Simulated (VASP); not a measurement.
# CdF2 (R3m) in VASP: a series of runs

The runs below take CdF2 through single point, with PBE.

Program: VASP 6.6.1. These are calculated values, not measurements. Logs are shortened: lines on timing, memory, paths and dates and some standing lists are left out, and cuts for length are marked.

### Step 1. The cell of the first run

The structure is trigonal, space group R3m (No. 160). The conventional cell has a = 3.810 Å, b = 3.810 Å, c = 9.332 Å, α = 90.00°, β = 90.00°, γ = 120.00°. Cd (site symmetry 3m) has 8 F at 2.07 to 2.60 Å within 2.7 Å. F (site symmetry 3m) has 4 Cd at 2.07 to 2.43 Å and 6 F at 2.69 Å within 2.7 Å. F (site symmetry 3m) has 4 Cd at 2.26 to 2.60 Å and 6 F at 2.69 Å within 3.0 Å.

### Step 2. Single point, PBE (all Cd atoms moved +0.263 Å, as atom 1 along Cartesian [1 1 1])

Input file INCAR:

```
PREC = Accurate
ENCUT = 520
EDIFF = 1E-6
ISMEAR = 0
SIGMA = 0.05
LREAL = F
LASPH = T
NELM = 60
ALGO = Normal
ISIF = 2
LWAVE = F
LCHARG = T
GGA = PE
LELF = T
LVHAR = T
NBANDS = 20
```

Input file KPOINTS:

```
regular mesh
0
Gamma
  8 8 8
```

Input file POSCAR:

```
CdF2
1.0
    0.0000000000      2.6940000000      2.6940000000
    2.6940000000      0.0000000000      2.6940000000
    2.6940000000      2.6940000000      0.0000000000
Cd F
1 2
Direct
    0.0281281451      0.0281281451      0.0281281451
    0.2500000000      0.2500000000      0.2500000000
    0.7500000000      0.7500000000      0.7500000000
```

Potentials or basis: VASP PAW PBE potentials, release 64 (Cd, F).

Command:

```bash
$ cat potpaw_PBE.64/Cd/POTCAR potpaw_PBE.64/F/POTCAR > POTCAR
$ mpirun -np 1 vasp_std > vasp.out
```

OUTCAR:

```text
PREC = Accurate
   ENCUT = 520
   EDIFF = 1E-6
   ISMEAR = 0
   LREAL = F
   LASPH = T
   NELM = 60
   ISIF = 2
   GGA = PE

 ion  position               nearest neighbor table
   1  0.028  0.028  0.028-   2 2.07   3 2.26   3 2.26   3 2.26   2 2.43   2 2.43   2 2.43   3 2.60

   2  0.250  0.250  0.250-   1 2.07   1 2.43   1 2.43   1 2.43
   3  0.750  0.750  0.750-   1 2.26   1 2.26   1 2.26   1 2.60

  LATTYP: Found a face centered cubic cell.
 ALAT       =     5.3880000000

  Lattice vectors:

 A1 = (   0.0000000000,   2.6940000000,   2.6940000000)
 A2 = (   2.6940000000,   0.0000000000,   2.6940000000)
 A3 = (   2.6940000000,   2.6940000000,   0.0000000000)

Analysis of symmetry for initial positions (statically):
=====================================================================
 Subroutine PRICEL returns:
 Original cell was already a primitive cell.

 Routine SETGRP: Setting up the symmetry group for a
 face centered cubic supercell.

 Subroutine GETGRP returns: Found  6 space group operations
 (whereof  6 operations were pure point group operations)
 out of a pool of 48 trial point group operations.

The static configuration has the point symmetry C_3v.

Analysis of symmetry for dynamics (positions and initial velocities):
=====================================================================
 Subroutine PRICEL returns:
 Original cell was already a primitive cell.

 Routine SETGRP: Setting up the symmetry group for a
 face centered cubic supercell.

 Subroutine GETGRP returns: Found  6 space group operations
 (whereof  6 operations were pure point group operations)
 out of a pool of 48 trial point group operations.

The dynamic configuration has the point symmetry C_3v.

 Subroutine INISYM returns: Found  6 space group operations
 (whereof  6 operations are pure point group operations),
 and found     1 'primitive' translations

----------------------------------------------------------------------------------------

                                     Primitive cell

  volume of cell :      39.1041

  direct lattice vectors                    reciprocal lattice vectors
     0.000000000  2.694000000  2.694000000    -0.185597624  0.185597624  0.185597624
[... 82 lines left out ...]
   ISPIN  =      1    spin polarized calculation?
   LNONCOLLINEAR =      F non collinear calculations
   LSORBIT =      F    spin-orbit coupling
   LASPH  =      T    aspherical Exc in radial PAW
   ENCUT  =  520.0 eV  38.22 Ry    6.18 a.u.   7.08  7.08  7.08*2*pi/ulx,y,z
   NELM   =     60;   NELMIN=  2; NELMDL= -5     # of ELM steps
   EDIFF  = 0.1E-05   stopping-criterion for ELM
   LREAL  =      F    real-space projection
   EDIFFG = 0.1E-04   stopping-criterion for IOM
   NSW    =      0    number of steps for IOM
   IBRION =     -1    ionic relax: 0-MD 1-quasi-New 2-CG
   NFREE  =      0    steps in history (QN), initial steepest desc. (CG)
   ISIF   =      2    stress and relaxation
   ISYM   =      2    0-nonsym 1-usesym 2-fastsym
   POTIM  = 0.5000    time-step for ionic-motion
   TEBEG  =    0.0;   TEEND  =   0.0 temperature during run
   PSTRESS=    0.0 pullay stress
   NELECT =      26.0000    total number of electrons
   NUPDOWN=      -1.0000    fix difference up-down
   EMIN   =  10.00;   EMAX   =-10.00  energy-range for DOS
   EFERMI =   0.00;   METHOD = LEGACY
   ISMEAR =     0;   SIGMA  =   0.05  broadening in eV -4-tet -1-fermi 0-gaus
   EFERMI_NEDOS =   21; number of points for ismear=-14 and -15
   IALGO  =     38    algorithm
   IMIX   =      4    mixing-type and parameters
     AMIX     =   0.40;   BMIX     =  1.00
     AMIX_MAG =   1.60;   BMIX_MAG =  1.00
  volume/ion in A,a.u.               =      13.03        87.96
  Fermi-wavevector in a.u.,A,eV,Ry     =   1.428867  2.700166 27.778468  2.041660
  Thomas-Fermi vector in A             =   2.548882
   LORBIT       =      0    0 simple, 1 ext, 2 COOP (PROOUT), +10 PAW based schemes
   GGA     = PE    functional components
   LHFCALC =     F    Hartree Fock is set to
   AEXX    =    0.0000 exact exchange contribution
   IVDW    =     0    specifies the selected vdW correction
   LEPSILON=     F    determine dielectric tensor
   LRPA    =     F    only Hartree local field effects (RPA)
 non-spin polarized calculation
 Gauss-broadening in eV      SIGMA  =   0.05
  energy-cutoff  :      520.00
  volume of cell :       39.10
 maximum number of plane-waves:      1067
   NGX = 15   NGY = 15   NGZ = 15

 number of electron      25.9999977 magnetization

 Free energy of the ion-electron system (eV)
  ---------------------------------------------------
  ext. energy  EPLUGINS =         0.00000000
  ---------------------------------------------------
  free energy    TOTEN  =       -10.62194321 eV

  energy without entropy =      -10.62194321  energy(sigma->0) =      -10.62194321

 E-fermi :  -1.0171     XC(G=0): -10.3948

 val. band max:       -1.3320670947   @ k =   0.5000   0.5000   0.0000
 cond. band min:       1.7887391538   @ k =   0.0000   0.0000   0.0000
 fundamental gap:      3.1208062485
 Fermi energy:        -1.0171112659

 k-point     1 :       0.0000    0.0000    0.0000
  band No.  band energies     occupation
      1     -22.1812      2.00000
      2     -21.1051      2.00000
      3      -6.9709      2.00000
      4      -6.9389      2.00000
      5      -6.9389      2.00000
      6      -5.7826      2.00000
[... 541 lines left out ...]
     19      16.8023      0.00000
     20      19.7147      0.00000

 [... further k-points ...]

------------------------ aborting loop because EDIFF is reached ----------------------------------------

  FORCE on cell =-STRESS in cart. coord.  units (eV):
  Direction    XX          YY          ZZ          XY          YZ          ZX
  --------------------------------------------------------------------------------------
  -------------------------------------------------------------------------------------
  Total        2.5742750      2.5742750      2.5742750      0.7291991      0.7291991      0.7291991
  in kB      105.4733511    105.4733511    105.4733511     29.8767922     29.8767922     29.8767922
  external PRESSURE =     105.4733511 kB  Pullay stress =       0.0000000 kB

 VOLUME and BASIS-vectors are now :
 -----------------------------------------------------------------------------
  energy-cutoff  :      520.00
  volume of cell :       39.10
      direct lattice vectors                 reciprocal lattice vectors
     0.000000000  2.694000000  2.694000000    -0.185597624  0.185597624  0.185597624
     2.694000000  0.000000000  2.694000000     0.185597624 -0.185597624  0.185597624
     2.694000000  2.694000000  0.000000000     0.185597624  0.185597624 -0.185597624

 POSITION                                       TOTAL-FORCE (eV/Angst)
 -----------------------------------------------------------------------------------
      0.15155      0.15155      0.15155        -1.202833     -1.202833     -1.202833
      1.34700      1.34700      1.34700         0.991823      0.991823      0.991823
      4.04100      4.04100      4.04100         0.211010      0.211010      0.211010
 -----------------------------------------------------------------------------------
    total drift:                               -0.000119     -0.000119     -0.000119

  FREE ENERGIE OF THE ION-ELECTRON SYSTEM (eV)
  ---------------------------------------------------
  free  energy   TOTEN  =       -10.6219432087 eV

  energy  without entropy=      -10.6219432087  energy(sigma->0) =      -10.62194321
```

stdout:

```text
POSCAR found type information on POSCAR CdF
 POSCAR found :  2 types and       3 ions
 scaLAPACK will be used
 LDA part: xc-table for (Slater+PW92), standard interpolation
 POSCAR, INCAR and KPOINTS ok, starting setup
 FFT: planning ... GRIDC
 FFT: planning ... GRID_SOFT
 FFT: planning ... GRID
 WAVECAR not read
 entering main loop
```

Run time: 32 s. Hardware: 1 thread of Intel Xeon Platinum 8375C at 2.90GHz (Ice Lake), shared host; peak memory 0.18 GiB.

What came out:

| Quantity | Value |
| --- | --- |
| Free energy | -10.6219 eV |
| Pressure | 10.5 GPa |
| Largest force | 2.083 eV/Å |
| Band gap on the k mesh | 3.12 eV, indirect (least direct gap 3.60 eV) |

Forces on the atoms (eV/Å):
```
Cd  -1.203 -1.203 -1.203
F    0.992  0.992  0.992
F    0.211  0.211  0.211
```

Stress tensor (GPa, compression positive):
```
10.55  2.99  2.99
 2.99 10.55  2.99
 2.99  2.99 10.55
```

Caveat: the cell differs from its parent crystal (all Cd atoms moved +0.263 Å, as atom 1 along Cartesian [1 1 1]); forces of over 1 eV/Å act on the atoms, so gaps and moduli don't describe the material at rest. A k mesh can miss the band edges.

### Step 3. Single point, PBE (all Cd atoms moved +0.188 Å, as atom 1 along Cartesian [1 1 1])

Input file INCAR:

```
SYSTEM = CdF2
PREC     = Accurate       ! precision mode
ENCUT    = 520            ! plane-wave cutoff, eV
EDIFF    = 1E-7           ! SCF threshold, eV
ISMEAR   = 0              ! smearing method
SIGMA    = 0.05           ! smearing width, eV
LREAL    = .False.        ! projectors in reciprocal space
LASPH    = .True.         ! aspherical terms in the spheres
NELM     = 80             ! most SCF steps
ALGO     = Normal         ! electronic algorithm
ISIF     = 2              ! what is computed and relaxed
LWAVE    = .False.        ! write WAVECAR
LCHARG   = .False.        ! write CHGCAR
GGA      = PE             ! functional
NBANDS   = 20             ! bands
```

Input file KPOINTS:

```
regular mesh
0
Gamma
  8 8 8
  0 0 0
```

Edit POSCAR of step 2 so:

```diff
@@ -8,3 +8,3 @@
 Direct
-    0.0281281451      0.0281281451      0.0281281451
+    0.0200915322      0.0200915322      0.0200915322
     0.2500000000      0.2500000000      0.2500000000
```

Potentials or basis: VASP PAW PBE potentials, release 64 (Cd, F).

Command:

```bash
$ cat potpaw_PBE.64/Cd/POTCAR potpaw_PBE.64/F/POTCAR > POTCAR
$ mpirun -np 1 vasp_std > vasp.out
```

Run time: 35 s. Hardware: 1 thread of Intel Xeon Platinum 8375C at 2.90GHz (Ice Lake), shared host; peak memory 0.18 GiB.

It converged, with:

```
Free energy            : -10.7470 eV
Pressure               : 8.3 GPa
Largest force          : 1.294 eV/Å
Band gap on the k mesh : 3.11 eV, indirect (least direct gap 3.59 eV)
```

Forces in eV/Å, atoms in the order of the input:
```
Cd  -0.747 -0.747 -0.747
F    0.560  0.560  0.560
F    0.187  0.187  0.187
```

Stress tensor (GPa, compression positive):
```
8.33 1.43 1.43
1.43 8.33 1.43
1.43 1.43 8.33
```

Levels at points of the mesh, in eV from the valence-band top:
| k point | band 11 | band 12 | band 13 | band 14 | band 15 | band 16 |
| --- | --- | --- | --- | --- | --- | --- |
| (0.00, 0.00, 0.00) | -0.49 | -0.49 | -0.49 | 3.11 | 12.75 | 12.75 |
| (0.50, 0.00, 0.00) | -1.73 | -0.39 | -0.35 | 7.19 | 9.18 | 14.54 |
| (0.50, 0.50, 0.50) | -1.80 | -0.39 | -0.39 | 7.19 | 9.25 | 14.54 |
| (0.50, 0.50, 0.00) | -0.42 | -0.14 | -0.04 | 8.01 | 9.71 | 11.87 |

Caveat: the cell differs from its parent crystal (all Cd atoms moved +0.188 Å, as atom 1 along Cartesian [1 1 1]); forces of over 1 eV/Å act on the atoms, so gaps and moduli don't describe the material at rest.
